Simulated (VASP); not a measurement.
# SnO2 (F-43m) in VASP: a series of runs, part 3 of 3

VASP 6.6.1. Earlier steps stand in the parts before.

### Step 5. Relaxation of cell and atoms, PBE

Contents of INCAR:

```
SYSTEM = SnO2
ALGO = Normal ; EDIFF = 1E-7
EDIFFG = -0.01 ; ENCUT = 600
GGA = PE ; IBRION = 2
ISIF = 3 ; ISMEAR = 0
LASPH = .True. ; LCHARG = .False.
LREAL = .False. ; LWAVE = .False.
NELM = 80 ; NSW = 100
PREC = Accurate ; SIGMA = 0.1
```

Contents of KPOINTS:

```
k-points
0
Gamma
  8 8 8
  0 0 0
```

Contents of POSCAR:

```
SnO2
1.0
    0.0000000000      3.9338670533      3.9338670533
    3.9338670533      0.0000000000      3.9338670533
    3.9338670533      3.9338670533      0.0000000000
Sn O
2 4
Direct
    0.2500000000      0.2500000000      0.2500000000
    0.7500000000      0.7500000000      0.7500000000
    0.6073431726      0.1779704821      0.6073431726
    0.6073431726      0.6073431726      0.6073431726
    0.1779704821      0.6073431726      0.6073431726
    0.6073431726      0.6073431726      0.1779704821
```

Potentials or basis: VASP PAW PBE potentials, release 64 (Sn_d, O).

The run is started by

```bash
$ cat potpaw_PBE.64/Sn_d/POTCAR potpaw_PBE.64/O/POTCAR > POTCAR
$ mpirun -np 1 vasp_std > vasp.out
```

OUTCAR:

```text
SYSTEM = SnO2
   EDIFF = 1E-7
   EDIFFG = -0.01
   ENCUT = 600
   GGA = PE
   IBRION = 2
   ISIF = 3
   ISMEAR = 0
   LASPH = .True.
   LREAL = .False.
   NELM = 80
   NSW = 100
   PREC = Accurate

 ion  position               nearest neighbor table
   1  0.250  0.250  0.250-
   2  0.750  0.750  0.750-   3 1.94   5 1.94   6 1.94   4 1.94
   3  0.607  0.178  0.607-   2 1.94
   4  0.607  0.607  0.607-   2 1.94
   5  0.178  0.607  0.607-   2 1.94
   6  0.607  0.607  0.178-   2 1.94

  LATTYP: Found a face centered cubic cell.
 ALAT       =     7.8677341066

  Lattice vectors:

 A1 = (   0.0000000000,   3.9338670533,   3.9338670533)
 A2 = (   3.9338670533,   0.0000000000,   3.9338670533)
 A3 = (   3.9338670533,   3.9338670533,   0.0000000000)

Analysis of symmetry for initial positions (statically):
=====================================================================
 Subroutine PRICEL returns:
 Original cell was already a primitive cell.

 Routine SETGRP: Setting up the symmetry group for a
 face centered cubic supercell.

 Subroutine GETGRP returns: Found 24 space group operations
 (whereof 24 operations were pure point group operations)
 out of a pool of 48 trial point group operations.

The static configuration has the point symmetry T_d .

Analysis of symmetry for dynamics (positions and initial velocities):
=====================================================================
 Subroutine PRICEL returns:
 Original cell was already a primitive cell.

 Routine SETGRP: Setting up the symmetry group for a
 face centered cubic supercell.

 Subroutine GETGRP returns: Found 24 space group operations
 (whereof 24 operations were pure point group operations)
 out of a pool of 48 trial point group operations.

The dynamic configuration has the point symmetry T_d .

 Subroutine INISYM returns: Found 24 space group operations
 (whereof 24 operations are pure point group operations),
 and found     1 'primitive' translations

----------------------------------------------------------------------------------------

                                     Primitive cell

  volume of cell :     121.7556

  direct lattice vectors                    reciprocal lattice vectors
     0.000000000  3.933867053  3.933867053    -0.127101397  0.127101397  0.127101397
     3.933867053  0.000000000  3.933867053     0.127101397 -0.127101397  0.127101397
     3.933867053  3.933867053  0.000000000     0.127101397  0.127101397 -0.127101397

  length of vectors
     5.563328139  5.563328139  5.563328139     0.220146078  0.220146078  0.220146078

  position of ions in fractional coordinates (direct lattice)
     0.250000000  0.250000000  0.250000000
     0.750000000  0.750000000  0.750000000
     0.607343173  0.177970482  0.607343173
     0.607343173  0.607343173  0.607343173
     0.177970482  0.607343173  0.607343173
     0.607343173  0.607343173  0.177970482

  ion indices of the primitive-cell ions
   primitive index   ion index
                 1           1
                 2           2
                 3           3
                 4           4
                 5           5
[... 25 lines left out ...]

 Found     29 irreducible k-points:

 Following reciprocal coordinates:
            Coordinates               Weight
  0.000000  0.000000  0.000000      1.000000
  0.125000  0.000000  0.000000      8.000000
  0.250000  0.000000  0.000000      8.000000
  0.375000  0.000000  0.000000      8.000000
  0.500000  0.000000  0.000000      4.000000
  0.125000  0.125000  0.000000      6.000000
[... 16 lines left out ...]
  0.500000  0.250000  0.125000     48.000000
 -0.375000  0.250000  0.125000     24.000000
 [... further k-points ...]
   k-points           NKPTS =     29   k-points in BZ     NKDIM =     29   number of bands    NBANDS=     31
   number of dos      NEDOS =    301   number of ions     NIONS =      6
   total plane-waves  NPLWV = 110592
   dimension x,y,z NGX =    48 NGY =   48 NGZ =   48
   dimension x,y,z NGXF=    96 NGYF=   96 NGZF=   96
   ions per type =               2   4
   NGX,Y,Z   is equivalent  to a cutoff of  14.34, 14.34, 14.34 a.u.
   NGXF,Y,Z  is equivalent  to a cutoff of  28.69, 28.69, 28.69 a.u.
 SYSTEM =  SnO2
   PREC   = accura    normal or accurate (medium, high low for compatibility)
   ISTART =      0    job   : 0-new  1-cont  2-samecut
   ICHARG =      2    charge: 1-file 2-atom 10-const
   ISPIN  =      1    spin polarized calculation?
   LNONCOLLINEAR =      F non collinear calculations
   LSORBIT =      F    spin-orbit coupling
   LASPH  =      T    aspherical Exc in radial PAW
   ENCUT  =  600.0 eV  44.10 Ry    6.64 a.u.  11.11 11.11 11.11*2*pi/ulx,y,z
   NELM   =     80;   NELMIN=  2; NELMDL= -5     # of ELM steps
   EDIFF  = 0.1E-06   stopping-criterion for ELM
   LREAL  =      F    real-space projection
   EDIFFG = -.1E-01   stopping-criterion for IOM
   NSW    =    100    number of steps for IOM
   IBRION =      2    ionic relax: 0-MD 1-quasi-New 2-CG
   NFREE  =      1    steps in history (QN), initial steepest desc. (CG)
   ISIF   =      3    stress and relaxation
   ISYM   =      2    0-nonsym 1-usesym 2-fastsym
   POTIM  = 0.5000    time-step for ionic-motion
   TEBEG  =    0.0;   TEEND  =   0.0 temperature during run
   PSTRESS=    0.0 pullay stress
   NELECT =      52.0000    total number of electrons
   NUPDOWN=      -1.0000    fix difference up-down
   EMIN   =  10.00;   EMAX   =-10.00  energy-range for DOS
   EFERMI =   0.00;   METHOD = LEGACY
   ISMEAR =     0;   SIGMA  =   0.10  broadening in eV -4-tet -1-fermi 0-gaus
   EFERMI_NEDOS =   21; number of points for ismear=-14 and -15
   IALGO  =     38    algorithm
   IMIX   =      4    mixing-type and parameters
     AMIX     =   0.40;   BMIX     =  1.00
     AMIX_MAG =   1.60;   BMIX_MAG =  1.00
  volume/ion in A,a.u.               =      20.29       136.94
  Fermi-wavevector in a.u.,A,eV,Ry     =   1.232858  2.329763 20.680012  1.519938
  Thomas-Fermi vector in A             =   2.367611
   LORBIT       =      0    0 simple, 1 ext, 2 COOP (PROOUT), +10 PAW based schemes
   GGA     = PE    functional components
   LHFCALC =     F    Hartree Fock is set to
   AEXX    =    0.0000 exact exchange contribution
   IVDW    =     0    specifies the selected vdW correction
   LEPSILON=     F    determine dielectric tensor
   LRPA    =     F    only Hartree local field effects (RPA)
 conjugate gradient relaxation of ions
 non-spin polarized calculation
 Gauss-broadening in eV      SIGMA  =   0.10
  energy-cutoff  :      600.00
  volume of cell :      121.76
 maximum number of plane-waves:      4092
 NGX is ok and might be reduce to    48
   NGX = 23   NGY = 23   NGZ = 23

--------------------------------------- Ionic step        1  -------------------------------------------

 number of electron      52.0000001 magnetization

 Free energy of the ion-electron system (eV)
  ---------------------------------------------------
  ext. energy  EPLUGINS =         0.00000000
  ---------------------------------------------------
  free energy    TOTEN  =       -26.87550994 eV

  energy without entropy =      -26.80001979  energy(sigma->0) =      -26.83776487

------------------------ aborting loop because EDIFF is reached ----------------------------------------

  FORCE on cell =-STRESS in cart. coord.  units (eV):
  Direction    XX          YY          ZZ          XY          YZ          ZX
  --------------------------------------------------------------------------------------
  -------------------------------------------------------------------------------------
  Total        0.1634680      0.1634680      0.1634680     -0.0000000     -0.0000000      0.0000000
  in kB        2.1510692      2.1510692      2.1510692     -0.0000000     -0.0000000      0.0000000
  external PRESSURE =       2.1510692 kB  Pullay stress =       0.0000000 kB
[... 67 lines left out ...]
--------------------------------------- Ionic step        3  -------------------------------------------

 number of electron      52.0000001 magnetization

 Free energy of the ion-electron system (eV)
  ---------------------------------------------------
  ext. energy  EPLUGINS =         0.00000000
  ---------------------------------------------------
  free energy    TOTEN  =       -26.87590177 eV

  energy without entropy =      -26.80005720  energy(sigma->0) =      -26.83797949

 E-fermi :   1.7404     XC(G=0):  -8.5420

 val. band max:        1.7403053022   @ k =   0.0000   0.0000   0.0000
 cond. band min:       1.7414518940   @ k =   0.1250   0.0000   0.0000
 fundamental gap:      0.0011465918
 Fermi energy:         1.7404094644

 k-point     1 :       0.0000    0.0000    0.0000
  band No.  band energies     occupation
      1     -20.1857      2.00000
      2     -20.1857      2.00000
      3     -20.1840      2.00000
      4     -20.1840      2.00000
      5     -20.1840      2.00000
      6     -18.4881      2.00000
[... 805 lines left out ...]
     30       4.7311      0.00000
     31       6.9650      0.00000

 [... further k-points ...]
[... 5 lines left out ...]
  --------------------------------------------------------------------------------------
  -------------------------------------------------------------------------------------
  Total       -0.0044212     -0.0044212     -0.0044212     -0.0000000     -0.0000000      0.0000000
  in kB       -0.0580640     -0.0580640     -0.0580640     -0.0000000     -0.0000000      0.0000000
  external PRESSURE =      -0.0580640 kB  Pullay stress =       0.0000000 kB
[... 21 lines left out ...]
  FREE ENERGIE OF THE ION-ELECTRON SYSTEM (eV)
  ---------------------------------------------------
  free  energy   TOTEN  =       -26.8759017716 eV

  energy  without entropy=      -26.8000572034  energy(sigma->0) =      -26.83797949

 reached required accuracy - stopping structural energy minimisation
```

Wall time 5 min (1 thread of Intel Xeon Platinum 8488C (Sapphire Rapids), shared host); peak memory 0.4 GiB.

Results:

| Item | Value |
| --- | --- |
| Free energy | -26.8759 eV |
| Relaxed volume | 20.33 Å³/atom |
| Relaxed cell | a = 5.567 Å, b = 5.567 Å, c = 5.567 Å, α = 60.00°, β = 60.00°, γ = 60.00° |
| Space group after relaxing (to 0.05 Å) | F-43m (No. 216) |
| Energy gained by relaxing | 0.1 meV/atom |
| Ionic steps | 3 |
| Pressure after relaxing | 0.0 GPa |
| Band gap on the k mesh | zero (band 26 reaches 1.85 eV, above the bottom of band 27 at 1.68 eV) |

Forces on the atoms (eV/Å):
```
Sn   0.000  0.000  0.000
Sn   0.000  0.000  0.000
O    0.002 -0.002  0.002
O   -0.002 -0.002 -0.002
O   -0.002  0.002  0.002
O    0.002  0.002 -0.002
```

Step by step:
| step | energy change (eV) | largest force (eV/Å) | pressure (GPa) | volume (Å³) |
| --- | --- | --- | --- | --- |
| 1 | 0.0000 | 0.0702 | 0.22 | 121.76 |
| 2 | 0.0000 | 0.0631 | -0.22 | 122.24 |
| 3 | -0.0004 | 0.0030 | -0.01 | 122.00 |

Final structure:
```xyz
6
Lattice="0.0000 3.9365 3.9365 3.9365 0.0000 3.9365 3.9365 3.9365 0.0000" Properties=species:S:1:pos:R:3 pbc="T T T"
Sn    1.9682    1.9682    1.9682
Sn    5.9047    5.9047    5.9047
O     3.0923    4.7806    3.0923
O     4.7806    4.7806    4.7806
O     4.7806    3.0923    3.0923
O     3.0923    3.0923    4.7806
```

Levels at points of the mesh, in eV from the Fermi level:
```tsv
k point	band 23	band 24	band 25	band 26	band 27	band 28	band 29	band 30
(0.00, 0.00, 0.00)	0.00	0.00	0.00	0.00	0.00	2.56	2.56	2.56
(0.50, 0.00, 0.00)	-1.15	-1.15	0.01	0.11	0.11	1.71	3.01	3.01
(0.50, 0.50, 0.00)	-1.27	-0.97	-0.47	0.09	0.09	2.19	2.89	2.89
```

Caveat: spin-orbit coupling is left out, which moves the levels of the heavy elements.

### Step 6. Overview

| task | cell | k mesh | cutoff (eV) | gap on the mesh (eV) | pressure (GPa) | largest force (eV/Å) |
| --- | --- | --- | --- | --- | --- | --- |
| relaxation of cell and atoms | relaxed from a = 5.563 Å, angles 60.0°, 6 atoms | 8 × 8 × 8 | 600 | none | 0.0 | - |
| single point | a = 5.563 Å, angles 60.0°, 6 atoms | 4 × 4 × 4 | 520 | none | 0.2 | 0.08 |
| single point | a = 5.570 Å, angles 60.0°, 6 atoms | 8 × 8 × 8 | 520 | none | 0.2 | 0.09 |

Alike in all rows: level PBE; potentials or basis VASP PAW PBE potentials, release 64 (Sn_d, O); no spin polarisation; smearing gaussian 0.1 eV.

Caveats: spin-orbit coupling is left out, which moves the levels of the heavy elements.

Absolute energies hang on the potentials; compare differences alone.
